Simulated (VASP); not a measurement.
# ZrC in VASP: further runs, part 2 of 2

VASP 6.6.1.

### Step 3. Single point, r2SCAN

This run uses another cell than the first one, of 13.60 Å³/atom, 0.935 times its volume.

File POSCAR:

```
ZrC
1.0
    3.2729194810      0.0000000000      0.0000000000
   -1.6364597405      2.8344314151      0.0000000000
    0.0000000000      0.0000000000      2.9310467534
Zr C
1 1
Direct
    0.0000000000      0.0000000000      0.0000000000
    0.6666666667      0.3333333333      0.5000000000
```

File INCAR.step1:

```
ALGO = Normal
EDIFF = 1E-4
ENCUT = 520
GGA = PE
ISMEAR = 0
LASPH = T
LCHARG = F
LREAL = F
LWAVE = T
NBANDS = 15
NELM = 100
PREC = Accurate
SIGMA = 0.05
```

File INCAR.step2:

```
ALGO = Normal
EDIFF = 1E-7
ENCUT = 520
ISIF = 2
ISMEAR = 0
ISTART = 1
LASPH = T
LCHARG = F
LMIXTAU = T
LREAL = F
LWAVE = F
METAGGA = R2SCAN
NBANDS = 15
NELM = 100
PREC = Accurate
SIGMA = 0.05
```

File KPOINTS:

```
k-points
0
Gamma
  18 18 18
```

Potentials or basis: VASP PAW PBE potentials, release 64 (Zr_sv, C).

On the command line:

```bash
cat potpaw_PBE.64/Zr_sv/POTCAR potpaw_PBE.64/C/POTCAR > POTCAR
cp INCAR.step1 INCAR
mpirun -np 1 vasp_std > vasp.out
cp INCAR.step2 INCAR
mpirun -np 1 vasp_std > vasp.out
```

OUTCAR:

```text
EDIFF = 1E-7
   ENCUT = 520
   ISIF = 2
   ISMEAR = 0
   ISTART = 1
   LASPH = T
   LREAL = F
   METAGGA = R2SCAN
   NELM = 100
   PREC = Accurate

 ion  position               nearest neighbor table
   1  0.000  0.000  0.000-   2 2.39   2 2.39   2 2.39   2 2.39   2 2.39   2 2.39
   2  0.667  0.333  0.500-   1 2.39   1 2.39   1 2.39   1 2.39   1 2.39   1 2.39

  LATTYP: Found a hexagonal cell.
 ALAT       =     3.2729194810
 C/A-ratio  =     0.8955450235

  Lattice vectors:

 A1 = (   3.2729194810,   0.0000000000,   0.0000000000)
 A2 = (  -1.6364597405,   2.8344314151,   0.0000000000)
 A3 = (   0.0000000000,   0.0000000000,   2.9310467534)

Analysis of symmetry for initial positions (statically):
=====================================================================
 Subroutine PRICEL returns:
 Original cell was already a primitive cell.

 Routine SETGRP: Setting up the symmetry group for a
 hexagonal supercell.

 Subroutine GETGRP returns: Found 12 space group operations
 (whereof 12 operations were pure point group operations)
 out of a pool of 24 trial point group operations.

The static configuration has the point symmetry D_3h.

[... 167 lines left out ...]
 k-point     1 :       0.0000    0.0000    0.0000
  band No.  band energies     occupation
      1     -40.9280      2.00000
      2     -18.0296      2.00000
      3     -18.0296      2.00000
      4     -17.6126      2.00000
      5      -2.6602      2.00000
      6       7.3389      2.00000
      7       7.3389      2.00000
      8       7.9128      2.00000
      9      10.8630      0.00000
     10      14.5196      0.00000
     11      14.5196      0.00000
     12      14.7534      0.00000
     13      15.6600      0.00000
     14      15.6600      0.00000
[... 401 lines left out ...]
      2     -18.7407      2.00000
      3     -18.2497      2.00000
      4     -17.5173      2.00000
      5      -0.6458      2.00000
      6       4.9699      2.00000
      7       7.9542      2.00000
      8       8.5361      2.00000
      9       9.6857      0.00000
     10      13.5423      0.00000
     11      13.6755      0.00000
     12      14.7176      0.00000
     13      17.2850      0.00000
     14      19.8145      0.00000
     15      23.2956      0.00000

 [... further k-points ...]
[... 5 lines left out ...]
  --------------------------------------------------------------------------------------
  -------------------------------------------------------------------------------------
  Total       -0.0243207     -0.0243207      0.1263973     -0.0000000      0.0000000      0.0000000
  in kB       -1.4330527     -1.4330527      7.4477382     -0.0000000      0.0000000      0.0000000
  external PRESSURE =       1.5272110 kB  Pullay stress =       0.0000000 kB

 VOLUME and BASIS-vectors are now :
 -----------------------------------------------------------------------------
  energy-cutoff  :      520.00
  volume of cell :       27.19
      direct lattice vectors                 reciprocal lattice vectors
     3.272919481  0.000000000  0.000000000     0.305537611  0.176402222  0.000000000
    -1.636459741  2.834431415  0.000000000     0.000000000  0.352804444  0.000000000
     0.000000000  0.000000000  2.931046753     0.000000000  0.000000000  0.341175042

 POSITION                                       TOTAL-FORCE (eV/Angst)
 -----------------------------------------------------------------------------------
      0.00000      0.00000      0.00000         0.000000     -0.000000      0.000000
      1.63646      0.94481      1.46552        -0.000000      0.000000      0.000000
 -----------------------------------------------------------------------------------
    total drift:                                0.000000     -0.000000      0.000000

  FREE ENERGIE OF THE ION-ELECTRON SYSTEM (eV)
  ---------------------------------------------------
  free  energy   TOTEN  =       -33.2097819280 eV

  energy  without entropy=      -33.2094526620  energy(sigma->0) =      -33.20961730
```

OUTCAR.step1:

```text
EDIFF = 1E-4
   ENCUT = 520
   GGA = PE
   ISMEAR = 0
   LASPH = T
[... 653 lines left out ...]
 -----------------------------------------------------------------------------------
      0.00000      0.00000      0.00000         0.000000     -0.000000      0.000000
      1.63646      0.94481      1.46552        -0.000000      0.000000      0.000000
 -----------------------------------------------------------------------------------
    total drift:                                0.000000     -0.000000      0.000000

  FREE ENERGIE OF THE ION-ELECTRON SYSTEM (eV)
  ---------------------------------------------------
  free  energy   TOTEN  =       -18.0156013200 eV

  energy  without entropy=      -18.0152021893  energy(sigma->0) =      -18.01540175
```

OSZICAR.step1:

```text
N       E                     dE             d eps       ncg     rms          rms(c)
DAV:   1     0.103377043215E+03    0.10338E+03   -0.86437E+03 11100   0.107E+03
DAV:   2    -0.174884759001E+02   -0.12087E+03   -0.11253E+03 14159   0.282E+02
DAV:   3    -0.219127826849E+02   -0.44243E+01   -0.43861E+01 16716   0.483E+01
DAV:   4    -0.219887428328E+02   -0.75960E-01   -0.75933E-01 13848   0.610E+00
DAV:   5    -0.219898320087E+02   -0.10892E-02   -0.10891E-02 16400   0.569E-01    0.188E+01
DAV:   6    -0.182896895906E+02    0.37001E+01   -0.76951E+00 13034   0.239E+01    0.632E+00
DAV:   7    -0.180415451799E+02    0.24814E+00   -0.76369E-01 12332   0.737E+00    0.580E+00
DAV:   8    -0.180410582906E+02    0.48689E-03   -0.31816E-01 14678   0.460E+00    0.361E+00
DAV:   9    -0.180153796924E+02    0.25679E-01   -0.52680E-02 13334   0.175E+00    0.258E-01
DAV:  10    -0.180156150300E+02   -0.23534E-03   -0.14550E-03 14376   0.391E-01    0.707E-02
DAV:  11    -0.180156013200E+02    0.13710E-04   -0.44485E-05  8785   0.605E-02
   1 F= -.18015601E+02 E0= -.18015402E+02  d E =-.399131E-03
```

Run time: 5.1 min. Hardware: 1 thread of Intel Xeon 6975P-C, shared host; peak memory 0.27 GiB.

Results:

```
Free energy            : -33.2098 eV
Pressure               : 0.2 GPa
Band gap on the k mesh : zero (band 8 reaches 9.25 eV, above the bottom of band 9 at 8.91 eV)
```

Levels at points of the mesh, in eV from the Fermi level:
```tsv
k point	band 6	band 7	band 8	band 9	band 10	band 11
(0.00, 0.00, 0.00)	-1.70	-1.70	-1.13	1.82	5.48	5.48
(0.50, 0.00, 0.00)	-4.23	-0.71	-0.56	0.29	4.86	5.39
(0.00, 0.00, 0.50)	-5.15	-0.66	-0.66	1.88	1.88	5.04
(0.50, 0.00, 0.50)	-3.76	-2.46	-2.20	2.33	5.63	6.88
```

Caveat: the PAW data sets were made with another functional, which shifts forces and pressure a little.

### Step 4. Single point, r2SCAN (atom 1 (Zr) moved 0.05 Å along x)

Changes to POSCAR since step 3:

```diff
@@ -8,3 +8,3 @@
 Direct
-    0.0000000000      0.0000000000      0.0000000000
+    0.0152768806      0.0000000000      0.0000000000
     0.6666666667      0.3333333333      0.5000000000
```

File INCAR.step1:

```
SYSTEM = ZrC
  ALGO = Normal
  EDIFF = 1E-4
  ENCUT = 520
  GGA = PE
  ISMEAR = 0
  LASPH = .True.
  LCHARG = .False.
  LREAL = .False.
  LWAVE = .True.
  NBANDS = 15
  NELM = 80
  PREC = Accurate
  SIGMA = 0.05
```

File INCAR.step2:

```
SYSTEM = ZrC
  ALGO = Normal
  EDIFF = 1E-6
  ENCUT = 520
  ISIF = 2
  ISMEAR = 0
  ISTART = 1
  LASPH = .True.
  LCHARG = .False.
  LMIXTAU = .True.
  LREAL = .False.
  LWAVE = .False.
  METAGGA = R2SCAN
  NBANDS = 15
  NELM = 80
  PREC = Accurate
  SIGMA = 0.05
```

File KPOINTS:

```
k-points
0
Gamma
  12 12 12
  0 0 0
```

Potentials or basis: VASP PAW PBE potentials, release 64 (Zr_sv, C).

On the command line:

```bash
cat potpaw_PBE.64/Zr_sv/POTCAR potpaw_PBE.64/C/POTCAR > POTCAR
cp INCAR.step1 INCAR
mpirun -np 1 vasp_std > vasp.out
cp INCAR.step2 INCAR
mpirun -np 1 vasp_std > vasp.out
```

OUTCAR:

```text
SYSTEM = ZrC
   EDIFF = 1E-6
   ENCUT = 520
   ISIF = 2
   ISMEAR = 0
   ISTART = 1
   LASPH = .True.
   LREAL = .False.
   METAGGA = R2SCAN
   NELM = 80
   PREC = Accurate

 ion  position               nearest neighbor table
   1  0.015  0.000  0.000-   2 2.36   2 2.36   2 2.39   2 2.39   2 2.43   2 2.43
   2  0.667  0.333  0.500-   1 2.36   1 2.36   1 2.39   1 2.39   1 2.43   1 2.43

  LATTYP: Found a hexagonal cell.
 ALAT       =     3.2729194810
 C/A-ratio  =     0.8955450235

  Lattice vectors:

 A1 = (   3.2729194810,   0.0000000000,   0.0000000000)
[... 611 lines left out ...]
     12      15.1301      0.00000
     13      15.9757      0.00000
     14      17.3174      0.00000
     15      22.8375      0.00000

 [... further k-points ...]
[... 5 lines left out ...]
  --------------------------------------------------------------------------------------
  -------------------------------------------------------------------------------------
  Total       -0.0113947     -0.0088270      0.1827159      0.1578461      0.0000000      0.0000000
  in kB       -0.6714152     -0.5201138     10.7662099      9.3008022      0.0000000      0.0000000
  external PRESSURE =       3.1915603 kB  Pullay stress =       0.0000000 kB

 VOLUME and BASIS-vectors are now :
 -----------------------------------------------------------------------------
  energy-cutoff  :      520.00
  volume of cell :       27.19
      direct lattice vectors                 reciprocal lattice vectors
     3.272919481  0.000000000  0.000000000     0.305537611  0.176402222  0.000000000
    -1.636459741  2.834431415  0.000000000     0.000000000  0.352804444  0.000000000
     0.000000000  0.000000000  2.931046753     0.000000000  0.000000000  0.341175042

 POSITION                                       TOTAL-FORCE (eV/Angst)
 -----------------------------------------------------------------------------------
      0.05000      0.00000      0.00000        -0.221673     -0.038079      0.000000
      1.63646      0.94481      1.46552         0.221673      0.038079      0.000000
 -----------------------------------------------------------------------------------
    total drift:                                0.000004      0.000015     -0.000000

  FREE ENERGIE OF THE ION-ELECTRON SYSTEM (eV)
  ---------------------------------------------------
  free  energy   TOTEN  =       -33.2031378591 eV

  energy  without entropy=      -33.2027726883  energy(sigma->0) =      -33.20295527
```

OUTCAR.step1:

```text
SYSTEM = ZrC
   EDIFF = 1E-4
   ENCUT = 520
   GGA = PE
   ISMEAR = 0
   LASPH = .True.
   LREAL = .False.
[... 653 lines left out ...]
      0.05000      0.00000      0.00000        -0.229502     -0.023723      0.000000
      1.63646      0.94481      1.46552         0.229502      0.023723      0.000000
 -----------------------------------------------------------------------------------
    total drift:                                0.000288     -0.000016      0.000000

  FREE ENERGIE OF THE ION-ELECTRON SYSTEM (eV)
  ---------------------------------------------------
  free  energy   TOTEN  =       -18.0092416692 eV

  energy  without entropy=      -18.0088459514  energy(sigma->0) =      -18.00904381
```

Wall time 5.5 min (1 thread of Intel Xeon 6975P-C, shared host); peak memory 0.32 GiB.

Results:

```
Free energy            : -33.2031 eV
Pressure               : 0.3 GPa
Largest force          : 0.225 eV/Å
Band gap on the k mesh : zero (band 8 reaches 9.25 eV, above the bottom of band 9 at 8.83 eV)
```

Forces on the atoms (eV/Å):
```
Zr  -0.222 -0.038  0.000
C    0.222  0.038  0.000
```

Stress tensor (GPa, compression positive):
```
-0.07  0.93  0.00
 0.93 -0.05  0.00
 0.00  0.00  1.08
```

Caveat: the cell differs from its parent crystal (atom 1 (Zr) moved 0.05 Å along x); the PAW data sets were made with another functional, which shifts forces and pressure a little.

### Step 5. Single point, r2SCAN

This run uses another cell than the first one, of 13.59 Å³/atom, 0.934 times its volume.

File POSCAR:

```
ZrC
1.0
    3.2729194810     -0.0327291948      0.0000000000
   -1.6648040547      2.8507960125      0.0000000000
    0.0000000000      0.0000000000      2.9310467534
Zr C
1 1
Direct
    0.0000000000      0.0000000000      0.0000000000
    0.6666666667      0.3333333333      0.5000000000
```

File INCAR.step1:

```
PREC = Accurate
ENCUT = 520
ISMEAR = 0
SIGMA = 0.05
LREAL = False
LASPH = True
NELM = 60
NBANDS = 15
GGA = PE
ALGO = Normal
EDIFF = 1E-4
LWAVE = True
LCHARG = False
```

File INCAR.step2:

```
PREC = Accurate
ENCUT = 520
EDIFF = 1E-6
ISMEAR = 0
SIGMA = 0.05
LREAL = False
LASPH = True
NELM = 60
ALGO = Normal
ISIF = 2
LWAVE = False
LCHARG = True
METAGGA = R2SCAN
LMIXTAU = True
LELF = True
LVHAR = True
NBANDS = 15
ISTART = 1
```

File KPOINTS:

```
Automatic mesh
0
Gamma
  12 12 12
```

On the command line:

```bash
cat potpaw_PBE.64/Zr_sv/POTCAR potpaw_PBE.64/C/POTCAR > POTCAR
cp INCAR.step1 INCAR
mpirun -np 1 vasp_std > vasp.out
cp INCAR.step2 INCAR
mpirun -np 1 vasp_std > vasp.out
```

Wall time 7.3 min (1 thread of Intel Xeon 6975P-C, shared host); peak memory 0.33 GiB.

It converged, with:

| Quantity | Value |
| --- | --- |
| Free energy | -33.2040 eV |
| Pressure | 0.2 GPa |
| Largest force | 0.070 eV/Å |
| Band gap on the k mesh | zero (band 8 reaches 9.25 eV, above the bottom of band 9 at 8.90 eV) |

Forces in eV/Å, atoms in the order of the input:
```
Zr  -0.070 -0.003  0.000
C    0.070  0.003  0.000
```

Stress tensor (GPa, compression positive):
```
0.10 2.52 0.00
2.52 0.20 0.00
0.00 0.00 0.43
```

Levels at points of the mesh, in eV from the Fermi level:
```
           k point  band 6  band 7  band 8  band 9  band 10  band 11
(0.00, 0.00, 0.00)   -1.83   -1.60   -1.14    1.81     5.45     5.49
(0.50, 0.00, 0.00)   -4.21   -0.69   -0.58    0.21     4.79     5.35
(0.00, 0.50, 0.00)   -4.25   -0.72   -0.57    0.28     4.85     5.30
(0.50, 0.50, 0.00)   -4.28   -0.75   -0.57    0.35     4.91     5.36
(0.00, 0.00, 0.50)   -5.16   -0.70   -0.64    1.72     2.01     4.93
(0.50, 0.00, 0.50)   -3.79   -2.57   -2.22    2.41     5.65     6.86
(0.00, 0.50, 0.50)   -3.77   -2.47   -2.21    2.31     5.60     6.87
(0.50, 0.50, 0.50)   -3.76   -2.36   -2.19    2.21     5.57     6.88
```

Caveat: the PAW data sets were made with another functional, which shifts forces and pressure a little.

### Step 6. Summary

| cell | k mesh | gap on the mesh (eV) | pressure (GPa) | largest force (eV/Å) |
| --- | --- | --- | --- | --- |
| a = 3.356, b = 3.356, c = 2.983 Å, angles 90.0, 90.0, 120.0°, 2 atoms | 12 × 12 × 12 | none | -11.3 | - |
| a = 3.273, b = 3.273, c = 2.931 Å, angles 90.0, 90.0, 120.0°, 2 atoms | 18 × 18 × 18 | none | 0.2 | - |
| a = 3.273, b = 3.273, c = 2.931 Å, angles 90.0, 90.0, 120.0°, 2 atoms | 12 × 12 × 12 | none | 0.3 | 0.22 |
| a = 3.273, b = 3.301, c = 2.931 Å, angles 90.0, 90.0, 120.9°, 2 atoms | 12 × 12 × 12 | none | 0.2 | 0.07 |

Some of these runs hold the atoms at other places in the same cell, which the table doesn't show; runs alike in all that it shows share one row.

Alike in all rows: task single point; level r2SCAN; potentials or basis VASP PAW PBE potentials, release 64 (Zr_sv, C); no spin polarisation; cutoff (eV) 520; smearing gaussian 0.05 eV.

Caveats: the PAW data sets were made with another functional, which shifts forces and pressure a little.

Total energies depend on the potentials used, so only differences within one code and one set of settings carry meaning.
